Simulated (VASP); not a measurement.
# K in VASP: relaxation of the atoms with PBEsol

Aim: the relaxation of the atoms of K with PBEsol.

Everything below comes from runs of VASP 6.6.1. Logs are shortened: lines on timing, memory, paths and dates and some standing lists are left out, and cuts for length are marked.

## Step 1: The cell of the first run

The cell holds a slab with vacuum, 4 atoms: a = 4.762 Å, b = 4.762 Å, c = 29.745 Å, α = 90.00°, β = 90.00°, γ = 120.00°.

## Step 2: Relaxation of the atoms, PBEsol

INCAR reads:

```
PREC = Accurate ; ENCUT = 520
EDIFF = 1E-6 ; ISMEAR = 0
SIGMA = 0.1 ; LREAL = F
LASPH = T ; NELM = 60
ALGO = Normal ; ISIF = 2
LWAVE = F ; LCHARG = F
LDIPOL = T ; IDIPOL = 3
DIPOL = 0.5 0.5 0.500 ; GGA = PS
IBRION = 2 ; NSW = 60
EDIFFG = -0.04
```

KPOINTS reads:

```
regular mesh
0
Gamma
  6 6 1
```

POSCAR reads:

```
K
1.0
    4.7623960200      0.0000000000      0.0000000000
   -2.3811980100      4.1243559400      0.0000000000
    0.0000000000      0.0000000000     29.7449568863
K
4
Selective dynamics
Direct
    0.6666666700      0.3333333400      0.3025722994  F F F
    0.3333333300      0.6666666600      0.4341907698  F F F
    0.6666666700      0.3333333400      0.5658092302  T T T
    0.3333333300      0.6666666600      0.6974277006  T T T
```

Potentials or basis: VASP PAW PBE potentials, release 64 (K_sv).

Command:

```console
$ cat potpaw_PBE.64/K_sv/POTCAR > POTCAR
$ mpirun -np 1 vasp_std > vasp.out
```

OUTCAR:

```text
PREC = Accurate
   ENCUT = 520
   EDIFF = 1E-6
   ISMEAR = 0
   LREAL = F
   LASPH = T
   NELM = 60
   ISIF = 2
   GGA = PS
   IBRION = 2
   NSW = 60
   EDIFFG = -0.04

 ion  position               nearest neighbor table
   1  0.667  0.333  0.303-
   2  0.333  0.667  0.434-
   3  0.667  0.333  0.566-
   4  0.333  0.667  0.697-

  LATTYP: Found a hexagonal cell.
 ALAT       =     4.7623960200
 C/A-ratio  =     6.2457966035

  Lattice vectors:

 A1 = (   4.7623960200,   0.0000000000,   0.0000000000)
 A2 = (  -2.3811980100,   4.1243559400,   0.0000000000)
 A3 = (   0.0000000000,   0.0000000000,  29.7449568863)

Analysis of symmetry for initial positions (statically):
=====================================================================
 Subroutine PRICEL returns:
 Original cell was already a primitive cell.

 Routine SETGRP: Setting up the symmetry group for a
 hexagonal supercell.

 Subroutine GETGRP returns: Found 12 space group operations
 (whereof 12 operations were pure point group operations)
 out of a pool of 24 trial point group operations.

The static configuration has the point symmetry D_3d.

Analysis of symmetry for dynamics (positions and initial velocities):
=====================================================================
 Subroutine PRICEL returns:
 Original cell was already a primitive cell.

 Routine SETGRP: Setting up the symmetry group for a
 hexagonal supercell.

 Subroutine GETGRP returns: Found 12 space group operations
 (whereof 12 operations were pure point group operations)
 out of a pool of 24 trial point group operations.

The dynamic configuration has the point symmetry D_3d.

Analysis of constrained symmetry for selective dynamics:
=====================================================================
 Subroutine PRICEL returns:
 Original cell was already a primitive cell.

 Routine SETGRP: Setting up the symmetry group for a
 hexagonal supercell.

 Subroutine GETGRP returns: Found  6 space group operations
 (whereof  6 operations were pure point group operations)
 out of a pool of 24 trial point group operations.

The constrained configuration has the point symmetry C_3v.

 Subroutine INISYM returns: Found  6 space group operations
 (whereof  6 operations are pure point group operations),
 and found     1 'primitive' translations

----------------------------------------------------------------------------------------

                                     Primitive cell

  volume of cell :     584.2450

  direct lattice vectors                    reciprocal lattice vectors
     4.762396020  0.000000000  0.000000000     0.209978338  0.121231050  0.000000000
    -2.381198010  4.124355940  0.000000000     0.000000000  0.242462099  0.000000000
     0.000000000  0.000000000 29.744956886     0.000000000  0.000000000  0.033619144

  length of vectors
     4.762396020  4.762396023 29.744956886     0.242462100  0.242462099  0.033619144

  position of ions in fractional coordinates (direct lattice)
     0.666666670  0.333333340  0.302572299
     0.333333330  0.666666660  0.434190770
     0.666666670  0.333333340  0.565809230
     0.333333330  0.666666660  0.697427701

  ion indices of the primitive-cell ions
   primitive index   ion index
                 1           1
                 2           2
                 3           3
                 4           4

----------------------------------------------------------------------------------------

 KPOINTS: regular mesh

Automatic generation of k-mesh.
 Grid dimensions read from file:
 generate k-points for:    6    6    1

 Generating k-lattice:

  Cartesian coordinates                     Fractional coordinates (reciprocal lattice)
     0.034996390  0.020205175  0.000000000     0.166666667  0.000000000  0.000000000
     0.000000000  0.040410350  0.000000000     0.000000000  0.166666667  0.000000000
     0.000000000  0.000000000  0.033619144     0.000000000  0.000000000  1.000000000

  Length of vectors
     0.040410350  0.040410350  0.033619144

  Shift w.r.t. Gamma in fractional coordinates (k-lattice)
     0.000000000  0.000000000  0.000000000

 Subroutine IBZKPT returns following result:
 ===========================================

 Found      7 irreducible k-points:

 Following reciprocal coordinates:
            Coordinates               Weight
  0.000000  0.000000  0.000000      1.000000
  0.166667 -0.000000  0.000000      6.000000
  0.333333 -0.000000  0.000000      6.000000
  0.500000 -0.000000  0.000000      3.000000
  0.166667  0.166667  0.000000      6.000000
  0.333333  0.166667  0.000000     12.000000
  0.333333  0.333333  0.000000      2.000000
   k-points           NKPTS =      7   k-points in BZ     NKDIM =      7   number of bands    NBANDS=     22
   number of dos      NEDOS =    301   number of ions     NIONS =      4
   total plane-waves  NPLWV = 290304
   dimension x,y,z NGX =    36 NGY =   36 NGZ =  224
   dimension x,y,z NGXF=    72 NGYF=   72 NGZF=  448
   ions per type =               4
   NGX,Y,Z   is equivalent  to a cutoff of  12.57, 12.57, 12.52 a.u.
   NGXF,Y,Z  is equivalent  to a cutoff of  25.13, 25.13, 25.04 a.u.
 SYSTEM =  unknown system
   PREC   = accura    normal or accurate (medium, high low for compatibility)
   ISTART =      0    job   : 0-new  1-cont  2-samecut
   ICHARG =      2    charge: 1-file 2-atom 10-const
   ISPIN  =      1    spin polarized calculation?
   LNONCOLLINEAR =      F non collinear calculations
   LSORBIT =      F    spin-orbit coupling
   LASPH  =      T    aspherical Exc in radial PAW
   ENCUT  =  520.0 eV  38.22 Ry    6.18 a.u.   8.85  8.85 55.31*2*pi/ulx,y,z
   NELM   =     60;   NELMIN=  2; NELMDL= -5     # of ELM steps
   EDIFF  = 0.1E-05   stopping-criterion for ELM
   LREAL  =      F    real-space projection
   EDIFFG = -.4E-01   stopping-criterion for IOM
   NSW    =     60    number of steps for IOM
   IBRION =      2    ionic relax: 0-MD 1-quasi-New 2-CG
   NFREE  =      1    steps in history (QN), initial steepest desc. (CG)
   ISIF   =      2    stress and relaxation
   ISYM   =      2    0-nonsym 1-usesym 2-fastsym
   POTIM  = 0.5000    time-step for ionic-motion
   TEBEG  =    0.0;   TEEND  =   0.0 temperature during run
   PSTRESS=    0.0 pullay stress
   NELECT =      36.0000    total number of electrons
   NUPDOWN=      -1.0000    fix difference up-down
   EMIN   =  10.00;   EMAX   =-10.00  energy-range for DOS
   EFERMI =   0.00;   METHOD = LEGACY
   ISMEAR =     0;   SIGMA  =   0.10  broadening in eV -4-tet -1-fermi 0-gaus
   EFERMI_NEDOS =   21; number of points for ismear=-14 and -15
   IALGO  =     38    algorithm
   IMIX   =      4    mixing-type and parameters
     AMIX     =   0.40;   BMIX     =  1.00
     AMIX_MAG =   1.60;   BMIX_MAG =  1.00
  volume/ion in A,a.u.               =     146.06       985.67
  Fermi-wavevector in a.u.,A,eV,Ry     =   0.646612  1.221920  5.688698  0.418108
  Thomas-Fermi vector in A             =   1.714652
   LORBIT       =      0    0 simple, 1 ext, 2 COOP (PROOUT), +10 PAW based schemes
   GGA     = PS    functional components
   LHFCALC =     F    Hartree Fock is set to
   AEXX    =    0.0000 exact exchange contribution
   IVDW    =     0    specifies the selected vdW correction
   LEPSILON=     F    determine dielectric tensor
   LRPA    =     F    only Hartree local field effects (RPA)
 conjugate gradient relaxation of ions
 non-spin polarized calculation
 Gauss-broadening in eV      SIGMA  =   0.10
  energy-cutoff  :      520.00
  volume of cell :      584.24
 maximum number of plane-waves:     15831
 NGX is ok and might be reduce to    36
   NGX = 17   NGY = 17   NGZ =111

 dipolmoment           0.000000      0.000000      0.000041 electrons x Angstroem

 number of electron      36.0000007 magnetization

 dipolmoment           0.000000      0.000000     -0.000000 electrons x Angstroem

 Free energy of the ion-electron system (eV)
  ---------------------------------------------------
  ext. energy  EPLUGINS =         0.00000000
  ---------------------------------------------------
  free energy    TOTEN  =        -4.21075969 eV

  energy without entropy =       -4.18715364  energy(sigma->0) =       -4.19895666

 E-fermi :  -1.2806     XC(G=0):  -3.3800

 val. band max:       -1.2970562264   @ k =   0.3333  -0.0000   0.0000
 cond. band min:      -1.1463065992   @ k =   0.3333   0.1667   0.0000
 fundamental gap:      0.1507496272
 Fermi energy:        -1.2805646882

 k-point     1 :       0.0000    0.0000    0.0000
  band No.  band energies     occupation
      1     -33.4882      2.00000
      2     -33.4882      2.00000
      3     -33.2193      2.00000
      4     -33.2179      2.00000
      5     -17.0428      2.00000
      6     -17.0427      2.00000
[... 14 lines left out ...]
     21      -0.6825      0.00000
     22      -0.0459      0.00000

 k-point     2 :       0.1667   -0.0000    0.0000
  band No.  band energies     occupation
      1     -33.4877      2.00000
      2     -33.4877      2.00000
      3     -33.2187      2.00000
      4     -33.2174      2.00000
      5     -17.0412      2.00000
      6     -17.0412      2.00000
[... 14 lines left out ...]
     21      -0.5087      0.00000
     22       0.1723      0.00000

 k-point     3 :       0.3333   -0.0000    0.0000
  band No.  band energies     occupation
      1     -33.4867      2.00000
      2     -33.4867      2.00000
      3     -33.2175      2.00000
      4     -33.2166      2.00000
      5     -17.0381      2.00000
      6     -17.0381      2.00000
[... 14 lines left out ...]
     21      -0.0017      0.00000
     22       0.4221      0.00000

 k-point     4 :       0.5000   -0.0000    0.0000
  band No.  band energies     occupation
      1     -33.4861      2.00000
      2     -33.4861      2.00000
      3     -33.2168      2.00000
      4     -33.2163      2.00000
      5     -17.0420      2.00000
      6     -17.0420      2.00000
[... 14 lines left out ...]
     21      -0.2089      0.00000
     22      -0.1557      0.00000

 k-point     5 :       0.1667    0.1667    0.0000
  band No.  band energies     occupation
      1     -33.4869      2.00000
      2     -33.4869      2.00000
      3     -33.2178      2.00000
      4     -33.2168      2.00000
      5     -17.0389      2.00000
      6     -17.0389      2.00000
[... 14 lines left out ...]
     21      -0.1651      0.00000
     22       0.5434      0.00000

 k-point     6 :       0.3333    0.1667    0.0000
  band No.  band energies     occupation
      1     -33.4861      2.00000
      2     -33.4861      2.00000
      3     -33.2168      2.00000
      4     -33.2163      2.00000
      5     -17.0366      2.00000
      6     -17.0366      2.00000
[... 14 lines left out ...]
     21       0.0355      0.00000
     22       0.1039      0.00000

 k-point     7 :       0.3333    0.3333    0.0000
  band No.  band energies     occupation
      1     -33.4859      2.00000
      2     -33.4859      2.00000
      3     -33.2163      2.00000
      4     -33.2163      2.00000
      5     -17.0358      2.00000
      6     -17.0358      2.00000
[... 14 lines left out ...]
     21      -0.0522      0.00000
     22      -0.0522      0.00000

------------------------ aborting loop because EDIFF is reached ----------------------------------------

 vacuum level on the upper side and lower side of the slab       (xc-potential included)         0.011        -0.013

  FORCE on cell =-STRESS in cart. coord.  units (eV):
  Direction    XX          YY          ZZ          XY          YZ          ZX
  --------------------------------------------------------------------------------------
  -------------------------------------------------------------------------------------
  Total       -0.5901086     -0.5901086     -0.4104657      0.0000000      0.0000000      0.0000000
  in kB       -1.6182571     -1.6182571     -1.1256218      0.0000000      0.0000000      0.0000000
  external PRESSURE =      -1.4540453 kB  Pullay stress =       0.0000000 kB

 VOLUME and BASIS-vectors are now :
 -----------------------------------------------------------------------------
  energy-cutoff  :      520.00
  volume of cell :      584.24
      direct lattice vectors                 reciprocal lattice vectors
     4.762396020  0.000000000  0.000000000     0.209978338  0.121231050  0.000000000
    -2.381198010  4.124355940  0.000000000     0.000000000  0.242462099  0.000000000
     0.000000000  0.000000000 29.744956886     0.000000000  0.000000000  0.033619144

 POSITION                                       TOTAL-FORCE (eV/Angst)
 -----------------------------------------------------------------------------------
      2.38120      1.37479      9.00000        -0.000000      0.000000      0.021960
      0.00000      2.74957     12.91499        -0.000000      0.000000      0.033098
      2.38120      1.37479     16.82997         0.000000     -0.000000     -0.033079
      0.00000      2.74957     20.74496        -0.000000     -0.000000     -0.021980
 -----------------------------------------------------------------------------------
    total drift:                               -0.000000     -0.000000     -0.000017

  FREE ENERGIE OF THE ION-ELECTRON SYSTEM (eV)
  ---------------------------------------------------
  free  energy   TOTEN  =        -4.2107596875 eV

  energy  without entropy=       -4.1871536420  energy(sigma->0) =       -4.19895666

 reached required accuracy - stopping structural energy minimisation

 vacuum level on the upper side and lower side of the slab         1.069         1.063
```

Run time: 2.4 min. Hardware: 1 thread of Intel Xeon Platinum 8559C (Emerald Rapids), shared host; peak memory 0.61 GiB.

Results:

| Quantity | Value |
| --- | --- |
| Free energy | -4.2108 eV |
| Band gap on the k mesh | zero (bands 18 and 19 overlap by 2.03 eV) |

Final structure:
```cif
data_structure
_symmetry_space_group_name_H-M 'P 1'
_symmetry_Int_Tables_number 1
_cell_length_a 4.7624
_cell_length_b 4.7624
_cell_length_c 29.7450
_cell_angle_alpha 90.000
_cell_angle_beta 90.000
_cell_angle_gamma 120.000
_cell_volume 584.24
loop_
_atom_site_label
_atom_site_type_symbol
_atom_site_fract_x
_atom_site_fract_y
_atom_site_fract_z
_atom_site_occupancy
K1 K 0.66667 0.33333 0.30257 1
K2 K 0.33333 0.66667 0.43419 1
K3 K 0.66667 0.33333 0.56581 1
K4 K 0.33333 0.66667 0.69743 1
```

Caveat: the relaxation stopped at its first step, so nothing moved; the PAW data sets were made with another functional, which shifts forces and pressure a little.

The gap in the log of VASP goes by the Fermi energy; the results here count the filled bands.